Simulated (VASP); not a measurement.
MgO:

```xyz
2
Lattice="0.0000 2.1269 2.1269 2.1269 0.0000 2.1269 2.1269 2.1269 0.0000" Properties=species:S:1:pos:R:3 pbc="T T T"
Mg    0.0000    0.0000    0.0000
O     2.1269    2.1269    2.1269
```

```yaml
Program: VASP 6.6.1
Task: relaxation of cell and atoms
Functional: LDA
Potentials_or_basis: VASP PAW LDA potentials, release 64 (Mg_sv, O)
Cutoff: 840 eV
k_mesh: 10 × 10 × 10
Occupations: fermi-dirac, width 0.02 eV
Spin: no spin polarisation
```

At the start: pressure -9.6 GPa; volume 9.62 Å³/atom.

How do energy, volume and symmetry change on relaxing?

Over 3 steps the energy falls by 18.5 meV/atom and the volume is 9.04 Å³/atom (-6.1 %); space group Fm-3m (No. 225, to 0.1 Å) before and after.

Step by step:
```tsv
step	energy change (eV)	largest force (eV/Å)	pressure (GPa)	volume (Å³)
1	0.0000	0.0000	-9.65	19.24
2	-0.0320	0.0000	4.11	17.67
3	-0.0370	0.0000	0.03	18.07
```

Final structure:
```
Mg O
1.0
     0.00000    2.08290    2.08290
     2.08290    0.00000    2.08290
     2.08290    2.08290    0.00000
Mg O
1 1
Cartesian
  0.0000 0.0000 0.0000
  2.0829 2.0829 2.0829
```
